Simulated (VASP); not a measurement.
# SiNi2 (P6_3/mmc) in VASP: notebook

SiNi2 is run at these levels: PBEsol; tasks: single point.

Everything below comes from runs of VASP 6.6.1. Logs are shortened: lines on timing, memory, paths and dates and some standing lists are left out, and cuts for length are marked.

### Step 1. The cell of the first run

It takes space group P6_3/mmc (No. 194, hexagonal). Conventional cell: a = 3.926 Å, b = 3.926 Å, c = 4.991 Å, α = 90.00°, β = 90.00°, γ = 120.00°. Si (site symmetry -6m2) has 11 Ni at 2.27 to 2.59 Å within 3.0 Å. Within 3.3 Å of Ni (site symmetry -3m) lie 8 Ni at 2.50 to 2.59 Å and 6 Si at 2.59 Å. Ni (site symmetry -6m2) has 5 Si at 2.27 to 2.50 Å and 6 Ni at 2.59 Å within 3.0 Å.

### Step 2. Single point, PBEsol (strain +0.015 along x and y, +0.015 along z)

INCAR reads:

```
SYSTEM = SiNi2
ALGO = Fast
EDIFF = 1E-6
ENCUT = 520
GGA = PS
ISIF = 2
ISMEAR = 0
LASPH = .TRUE.
LCHARG = .FALSE.
LREAL = .FALSE.
LWAVE = .FALSE.
NBANDS = 33
NELM = 80
PREC = Accurate
SIGMA = 0.15
```

KPOINTS reads:

```
k-points
0
G
  12 12 10
  0 0 0
```

POSCAR reads:

```
SiNi2
1.0
    3.9264905792      0.0000000000      0.0000000000
   -1.9632452896      3.4004405893      0.0000000000
    0.0000000000      0.0000000000      4.9907400586
Si Ni
2 4
Direct
    0.3333333333      0.6666666667      0.7500000000
    0.6666666667      0.3333333333      0.2500000000
    0.0000000000      0.0000000000      0.0000000000
    0.0000000000      0.0000000000      0.5000000000
    0.3333333333      0.6666666667      0.2500000000
    0.6666666667      0.3333333333      0.7500000000
```

Potentials or basis: VASP PAW PBE potentials, release 64 (Si, Ni).

Command:

```
$ cat potpaw_PBE.64/Si/POTCAR potpaw_PBE.64/Ni/POTCAR > POTCAR
$ mpirun -np 1 vasp_std > vasp.out
```

OUTCAR:

```text
SYSTEM = SiNi2
   EDIFF = 1E-6
   ENCUT = 520
   GGA = PS
   ISIF = 2
   ISMEAR = 0
   LASPH = .TRUE.
   LREAL = .FALSE.
   NELM = 80
   PREC = Accurate

 ion  position               nearest neighbor table
   1  0.333  0.667  0.750-   6 2.27   6 2.27   6 2.27   5 2.50   5 2.50   3 2.59   4 2.59   4 2.59
                             3 2.59   4 2.59   3 2.59
   2  0.667  0.333  0.250-   5 2.27   5 2.27   5 2.27   6 2.50   6 2.50   3 2.59   4 2.59   3 2.59
                             4 2.59   3 2.59   4 2.59
   3  0.000  0.000  0.000-   4 2.50   4 2.50   1 2.59   5 2.59   6 2.59   2 2.59   1 2.59   5 2.59
                             2 2.59   6 2.59   2 2.59   6 2.59   1 2.59   5 2.59
   4  0.000  0.000  0.500-   3 2.50   3 2.50   1 2.59   5 2.59   6 2.59   2 2.59   1 2.59   5 2.59
                             2 2.59   6 2.59   2 2.59   6 2.59   1 2.59   5 2.59
   5  0.333  0.667  0.250-   2 2.27   2 2.27   2 2.27   1 2.50   1 2.50   3 2.59   4 2.59   4 2.59
                             3 2.59   4 2.59   3 2.59
   6  0.667  0.333  0.750-   1 2.27   1 2.27   1 2.27   2 2.50   2 2.50   3 2.59   4 2.59   3 2.59
                             4 2.59   3 2.59   4 2.59

  LATTYP: Found a hexagonal cell.
 ALAT       =     3.9264905792
 C/A-ratio  =     1.2710434313

  Lattice vectors:

 A1 = (   3.9264905792,   0.0000000000,   0.0000000000)
 A2 = (  -1.9632452896,   3.4004405893,   0.0000000000)
 A3 = (   0.0000000000,   0.0000000000,   4.9907400586)

Analysis of symmetry for initial positions (statically):
=====================================================================
 Subroutine PRICEL returns:
 Original cell was already a primitive cell.

 Routine SETGRP: Setting up the symmetry group for a
 hexagonal supercell.

 Subroutine GETGRP returns: Found 24 space group operations
 (whereof 12 operations were pure point group operations)
 out of a pool of 24 trial point group operations.

The static configuration has the point symmetry D_3d.
 The point group associated with its full space group is D_6h.

Analysis of symmetry for dynamics (positions and initial velocities):
=====================================================================
 Subroutine PRICEL returns:
 Original cell was already a primitive cell.

 Routine SETGRP: Setting up the symmetry group for a
 hexagonal supercell.

 Subroutine GETGRP returns: Found 24 space group operations
 (whereof 12 operations were pure point group operations)
 out of a pool of 24 trial point group operations.

The dynamic configuration has the point symmetry D_3d.
 The point group associated with its full space group is D_6h.

 Subroutine INISYM returns: Found 24 space group operations
 (whereof 12 operations are pure point group operations),
 and found     1 'primitive' translations

----------------------------------------------------------------------------------------

                                     Primitive cell

  volume of cell :      66.6354

  direct lattice vectors                    reciprocal lattice vectors
     3.926490579  0.000000000  0.000000000     0.254680351  0.147039769  0.000000000
    -1.963245290  3.400440589  0.000000000     0.000000000  0.294079539  0.000000000
     0.000000000  0.000000000  4.990740059     0.000000000  0.000000000  0.200371085

  length of vectors
     3.926490579  3.926490579  4.990740059     0.294079539  0.294079539  0.200371085

  position of ions in fractional coordinates (direct lattice)
     0.333333333  0.666666667  0.750000000
     0.666666667  0.333333333  0.250000000
     0.000000000  0.000000000  0.000000000
     0.000000000  0.000000000  0.500000000
     0.333333333  0.666666667  0.250000000
     0.666666667  0.333333333  0.750000000

  ion indices of the primitive-cell ions
   primitive index   ion index
                 1           1
                 2           2
                 3           3
                 4           4
                 5           5
                 6           6

----------------------------------------------------------------------------------------

 KPOINTS: k-points

Automatic generation of k-mesh.
 Grid dimensions read from file:
 generate k-points for:   12   12   10

 Generating k-lattice:

  Cartesian coordinates                     Fractional coordinates (reciprocal lattice)
     0.021223363  0.012253314  0.000000000     0.083333333 -0.000000000  0.000000000
     0.000000000  0.024506628  0.000000000     0.000000000  0.083333333  0.000000000
     0.000000000  0.000000000  0.020037108     0.000000000  0.000000000  0.100000000

  Length of vectors
     0.024506628  0.024506628  0.020037108

  Shift w.r.t. Gamma in fractional coordinates (k-lattice)
     0.000000000  0.000000000  0.000000000

 Subroutine IBZKPT returns following result:
 ===========================================

 Found    114 irreducible k-points:

 Following reciprocal coordinates:
            Coordinates               Weight
  0.000000  0.000000  0.000000      1.000000
  0.083333 -0.000000  0.000000      6.000000
  0.166667 -0.000000  0.000000      6.000000
  0.250000  0.000000  0.000000      6.000000
  0.333333 -0.000000  0.000000      6.000000
  0.416667  0.000000  0.000000      6.000000
[... 16 lines left out ...]
  0.250000  0.000000  0.100000     12.000000
  0.333333 -0.000000  0.100000     12.000000
 [... further k-points ...]
   k-points           NKPTS =    114   k-points in BZ     NKDIM =    114   number of bands    NBANDS=     33
   number of dos      NEDOS =    301   number of ions     NIONS =      6
   total plane-waves  NPLWV =  36000
   dimension x,y,z NGX =    30 NGY =   30 NGZ =   40
   dimension x,y,z NGXF=    60 NGYF=   60 NGZF=   80
   ions per type =               2   4
   NGX,Y,Z   is equivalent  to a cutoff of  12.70, 12.70, 13.32 a.u.
   NGXF,Y,Z  is equivalent  to a cutoff of  25.40, 25.40, 26.65 a.u.
 SYSTEM =  SiNi2
   PREC   = accura    normal or accurate (medium, high low for compatibility)
   ISTART =      0    job   : 0-new  1-cont  2-samecut
   ICHARG =      2    charge: 1-file 2-atom 10-const
   ISPIN  =      1    spin polarized calculation?
   LNONCOLLINEAR =      F non collinear calculations
   LSORBIT =      F    spin-orbit coupling
   LASPH  =      T    aspherical Exc in radial PAW
   ENCUT  =  520.0 eV  38.22 Ry    6.18 a.u.   7.30  7.30  9.28*2*pi/ulx,y,z
   NELM   =     80;   NELMIN=  2; NELMDL= -5     # of ELM steps
   EDIFF  = 0.1E-05   stopping-criterion for ELM
   LREAL  =      F    real-space projection
   EDIFFG = 0.1E-04   stopping-criterion for IOM
   NSW    =      0    number of steps for IOM
   IBRION =     -1    ionic relax: 0-MD 1-quasi-New 2-CG
   NFREE  =      0    steps in history (QN), initial steepest desc. (CG)
   ISIF   =      2    stress and relaxation
   ISYM   =      2    0-nonsym 1-usesym 2-fastsym
   POTIM  = 0.5000    time-step for ionic-motion
   TEBEG  =    0.0;   TEEND  =   0.0 temperature during run
   PSTRESS=    0.0 pullay stress
   NELECT =      48.0000    total number of electrons
   NUPDOWN=      -1.0000    fix difference up-down
   EMIN   =  10.00;   EMAX   =-10.00  energy-range for DOS
   EFERMI =   0.00;   METHOD = LEGACY
   ISMEAR =     0;   SIGMA  =   0.15  broadening in eV -4-tet -1-fermi 0-gaus
   EFERMI_NEDOS =   21; number of points for ismear=-14 and -15
   IALGO  =     68    algorithm
   IMIX   =      4    mixing-type and parameters
     AMIX     =   0.40;   BMIX     =  1.00
     AMIX_MAG =   1.60;   BMIX_MAG =  1.00
  volume/ion in A,a.u.               =      11.11        74.95
  Fermi-wavevector in a.u.,A,eV,Ry     =   1.467530  2.773230 29.302113  2.153645
  Thomas-Fermi vector in A             =   2.583137
   LORBIT       =      0    0 simple, 1 ext, 2 COOP (PROOUT), +10 PAW based schemes
   GGA     = PS    functional components
   LHFCALC =     F    Hartree Fock is set to
   AEXX    =    0.0000 exact exchange contribution
   IVDW    =     0    specifies the selected vdW correction
   LEPSILON=     F    determine dielectric tensor
   LRPA    =     F    only Hartree local field effects (RPA)
 non-spin polarized calculation
 RMM-DIIS sequential band-by-band and
 Gauss-broadening in eV      SIGMA  =   0.15
  energy-cutoff  :      520.00
  volume of cell :       66.64
 maximum number of plane-waves:      1816
 NGX is ok and might be reduce to    30
   NGX = 15   NGY = 15   NGZ = 19

 number of electron      48.0000029 magnetization

 Free energy of the ion-electron system (eV)
  ---------------------------------------------------
  ext. energy  EPLUGINS =         0.00000000
  ---------------------------------------------------
  free energy    TOTEN  =       -39.48860597 eV

  energy without entropy =      -39.44720943  energy(sigma->0) =      -39.46790770

 E-fermi :  10.7206     XC(G=0): -12.9782

 val. band max:       10.7138047164   @ k =   0.1667   0.1667   0.1000
 cond. band min:      10.7260348684   @ k =   0.1667   0.0833   0.2000
 fundamental gap:      0.0122301520
 Fermi energy:        10.7206204737

 k-point     1 :       0.0000    0.0000    0.0000
  band No.  band energies     occupation
      1      -1.7061      2.00000
      2       2.6319      2.00000
      3       4.4118      2.00000
      4       5.7935      2.00000
      5       5.7935      2.00000
      6       6.9014      2.00000
[... 25 lines left out ...]
     32      16.0182      0.00000
     33      18.9542      0.00000

 k-point     2 :       0.0833   -0.0000    0.0000
  band No.  band energies     occupation
      1      -1.6182      2.00000
      2       2.6489      2.00000
      3       4.4743      2.00000
      4       5.7748      2.00000
      5       5.8380      2.00000
      6       6.5988      2.00000
[... 25 lines left out ...]
     32      16.5585      0.00000
     33      18.3736      0.00000

 k-point     3 :       0.1667   -0.0000    0.0000
  band No.  band energies     occupation
      1      -1.3572      2.00000
      2       2.6813      2.00000
      3       4.6577      2.00000
      4       5.6553      2.00000
      5       5.9692      2.00000
      6       6.1961      2.00000
[... 25 lines left out ...]
     32      17.4668      0.00000
     33      17.9768      0.00000

 k-point     4 :       0.2500    0.0000    0.0000
  band No.  band energies     occupation
      1      -0.9322      2.00000
      2       2.6658      2.00000
      3       4.9484      2.00000
      4       5.1865      2.00000
      5       5.9988      2.00000
      6       6.1800      2.00000
[... 25 lines left out ...]
     32      17.3306      0.00000
     33      17.6666      0.00000

 k-point     5 :       0.3333   -0.0000    0.0000
  band No.  band energies     occupation
      1      -0.3623      2.00000
      2       2.4784      2.00000
      3       4.5623      2.00000
      4       5.3188      2.00000
      5       6.0613      2.00000
      6       6.4561      2.00000
[... 604 lines left out ...]
 k-point    22 :       0.1667   -0.0000    0.1000
  band No.  band energies     occupation
      1      -1.2988      2.00000
      2       2.4416      2.00000
      3       4.7559      2.00000
      4       5.7625      2.00000
      5       5.9799      2.00000
      6       6.1897      2.00000
[... 25 lines left out ...]
     32      17.1338      0.00000
     33      18.0465      0.00000

 k-point    23 :       0.2500    0.0000    0.1000
  band No.  band energies     occupation
      1      -0.8750      2.00000
      2       2.5160      2.00000
      3       4.7377      2.00000
      4       5.4284      2.00000
      5       6.0855      2.00000
      6       6.1884      2.00000
[... 25 lines left out ...]
     32      17.2094      0.00000
     33      18.2297      0.00000

 k-point    24 :       0.3333   -0.0000    0.1000
  band No.  band energies     occupation
      1      -0.3072      2.00000
      2       2.4305      2.00000
      3       4.4075      2.00000
      4       5.2919      2.00000
      5       6.2514      2.00000
      6       6.4608      2.00000
[... 25 lines left out ...]
     32      17.5570      0.00000
     33      18.8633      0.00000

 [... further k-points ...]

------------------------ aborting loop because EDIFF is reached ----------------------------------------

  FORCE on cell =-STRESS in cart. coord.  units (eV):
  Direction    XX          YY          ZZ          XY          YZ          ZX
  --------------------------------------------------------------------------------------
  -------------------------------------------------------------------------------------
  Total       -3.8622856     -3.8622856     -3.3474554      0.0000000      0.0000000      0.0000000
  in kB      -92.8646164    -92.8646164    -80.4860623      0.0000000      0.0000000      0.0000000
  external PRESSURE =     -88.7384317 kB  Pullay stress =       0.0000000 kB

 VOLUME and BASIS-vectors are now :
 -----------------------------------------------------------------------------
  energy-cutoff  :      520.00
  volume of cell :       66.64
      direct lattice vectors                 reciprocal lattice vectors
     3.926490579  0.000000000  0.000000000     0.254680351  0.147039769  0.000000000
    -1.963245290  3.400440589  0.000000000     0.000000000  0.294079539  0.000000000
     0.000000000  0.000000000  4.990740059     0.000000000  0.000000000  0.200371085

 POSITION                                       TOTAL-FORCE (eV/Angst)
 -----------------------------------------------------------------------------------
     -0.00000      2.26696      3.74306         0.000000      0.000000      0.000000
      1.96325      1.13348      1.24769        -0.000000     -0.000000      0.000000
      0.00000      0.00000      0.00000        -0.000000     -0.000000      0.000000
      0.00000      0.00000      2.49537        -0.000000     -0.000000      0.000000
     -0.00000      2.26696      1.24769        -0.000000     -0.000000      0.000000
      1.96325      1.13348      3.74306         0.000000      0.000000      0.000000
 -----------------------------------------------------------------------------------
    total drift:                                0.000000     -0.000000     -0.000000

  FREE ENERGIE OF THE ION-ELECTRON SYSTEM (eV)
  ---------------------------------------------------
  free  energy   TOTEN  =       -39.4886059715 eV

  energy  without entropy=      -39.4472094293  energy(sigma->0) =      -39.46790770
```

It took 2.5 min on 1 thread of Intel Xeon 6975P-C (Granite Rapids), shared host; peak memory 0.32 GiB.

Results:

| Item | Value |
| --- | --- |
| Free energy | -39.4886 eV |
| Pressure | -8.9 GPa |
| Band gap on the k mesh | zero (band 24 reaches 13.29 eV, above the bottom of band 25 at 10.15 eV) |

Caveat: the cell differs from its parent crystal (strain +0.015 along x and y, +0.015 along z); the PAW data sets were made with another functional, which shifts forces and pressure a little.

(Continued in part 2 of 2.)
